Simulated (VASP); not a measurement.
Crystal: Si.

```xyz
6
Lattice="2.1995 -4.1361 0.0000 2.1995 4.1361 0.0000 0.0000 0.0000 7.0856" Properties=species:S:1:pos:R:3 pbc="T T T"
Si    2.1995    0.0000    5.3142
Si    2.1995    0.0000    1.7714
Si    0.9293   -0.8790    3.5428
Si    3.4697    0.8790    3.5428
Si    0.9293    0.8790    0.0000
Si    3.4697   -0.8790    0.0000
```

* Program: VASP 6.6.1
* Task: relaxation of cell and atoms
* Functional: PBE
* Potentials or basis: VASP PAW PBE potentials, release 64 (Si)
* Cutoff: 600 eV
* k mesh: 10 × 10 × 6
* Occupations: gaussian, width 0.1 eV
* Spin: no spin polarisation

At the start: pressure 0.1 GPa; volume 21.49 Å³/atom.

Question: How do energy, volume and symmetry change on relaxing?

Answer: Over 11 steps the energy falls by 3.2 meV/atom and the volume is 21.30 Å³/atom (-0.9 %); space group Cccm (No. 66, to 0.05 Å).

The path:
```
step  energy change (eV)  largest force (eV/Å)  pressure (GPa)  volume (Å³)
   1              0.0000                0.0697            0.12       128.92
   2             -0.0065                0.0562           -0.19       129.22
   3             -0.0117                0.0395           -0.80       129.81
   4             -0.0151                0.0414           -0.55       129.27
   5             -0.0176                0.0744           -0.17       128.40
   6             -0.0176                0.0810           -0.10       128.27
   7             -0.0184                0.0590           -0.06       128.10
   8             -0.0190                0.0334            0.03       127.79
   9             -0.0190                0.0338            0.04       127.76
  10             -0.0192                0.0218            0.01       127.78
  11             -0.0193                0.0074           -0.04       127.82
```

Final structure:
```
CELL_PARAMETERS angstrom
2.13826 -4.21789 0.00000
2.13826 4.21789 0.00000
0.00000 0.00000 7.08623
ATOMIC_POSITIONS crystal
Si 0.50000 0.50000 0.75000
Si 0.50000 0.50000 0.25000
Si 0.31749 0.09997 0.50000
Si 0.68251 0.90003 0.50000
Si 0.09997 0.31749 0.00000
Si 0.90003 0.68251 0.00000
```
